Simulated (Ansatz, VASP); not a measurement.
**W: VASP beside Ansatz**

```xyz
1
Lattice="-1.5971 1.5600 1.5600 1.5600 -1.5971 1.5600 1.5600 1.5600 -1.5971" Properties=species:S:1:pos:R:3 pbc="T T T"
W     0.0000    0.0000    0.0000
```

Change from the starting cell: equal engineering shear yz, xz and xy -0.0233, equal normal strain along x, y and z -0.0200.

Alike in both runs: task single point; functional PBE; k mesh 20 × 20 × 20; occupations gaussian, width 0.15 eV; no spin polarisation.

|  | VASP | Ansatz |
| --- | --- | --- |
| version | VASP 6.6.1 | Ansatz 0.2.0 |
| potentials or method | VASP PAW PBE potentials, release 64 (W_sv), cutoff 520 eV | scalar-relativistic, plane waves, PAW |
| valence electrons in the cell | 14 | 14 |

|  | VASP | Ansatz | Ansatz less VASP |
| --- | --- | --- | --- |
| gap on the k mesh at the Fermi level (eV) | none | none | - |
| pressure (GPa) | 22.2 | 21.4 | -0.75 |
| traceless stress, the component that is largest in VASP (GPa) | 4.69 | 4.59 | -0.096 |

A gap of «none» marks a metal or a gap that the smearing closes. The functional is the same, so the differences come from potentials, cutoffs and numerics.

Spin-orbit coupling is off throughout.
